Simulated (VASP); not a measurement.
Set up this calculation in VASP 6.6.1, as the native input.

- Task: single point
- Functional: PBE
- Potentials or basis: VASP PAW PBE potentials, release 64 (Al, Ir_sv_GW)
- Cutoff: 500 eV
- k mesh: 4 × 4 × 4
- Occupations: gaussian, width 0.1 eV
- Spin: no spin polarisation
- Dipole correction: no
- Second run: valence_matched
- Further INCAR settings: ALGO = Normal; EDIFF = 1e-06; NBANDS = 62

The structure of AlIr6 lies in POSCAR:

```
AlIr6
1.0
    5.9424517465      0.0000000000      0.0000000000
    0.0000000000      5.9424517465      0.0000000000
    0.0000000000      0.0000000000      5.9424517465
Al Ir
1 6
Direct
    0.0000000000      0.0000000000      0.0000000000
    0.1982508195      0.5000000000      0.5000000000
    0.5000000000      0.1982508195      0.5000000000
    0.8017491805      0.5000000000      0.5000000000
    0.5000000000      0.8017491805      0.5000000000
    0.5000000000      0.5000000000      0.1982508195
    0.5000000000      0.5000000000      0.8017491805
```

One way to write it, as run:

INCAR

```
PREC = Accurate ; ENCUT = 500
EDIFF = 1E-6 ; ISMEAR = 0
SIGMA = 0.1 ; LREAL = False
LASPH = True ; NELM = 120
ALGO = Normal ; ISIF = 2
LWAVE = False ; LCHARG = False
GGA = PE ; NBANDS = 62
GGA_COMPAT = False
```

KPOINTS

```
regular mesh
0
Gamma
  4 4 4
```

Potentials or basis: VASP PAW PBE potentials, release 64 (Al, Ir_sv_GW).

Run with:

```console
$ cat potpaw_PBE.64/Al/POTCAR potpaw_PBE.64/Ir_sv_GW/POTCAR > POTCAR
$ mpirun -np 1 vasp_std > vasp.out
```

Results of the run:

The pressure is -1.3 GPa. The largest force is 0.004 eV/Å.

Wall time 82 s on 1 thread of Intel(R) Xeon(R) 6975P-C (Granite Rapids), with other jobs on the host, peak memory 0.36 GiB.
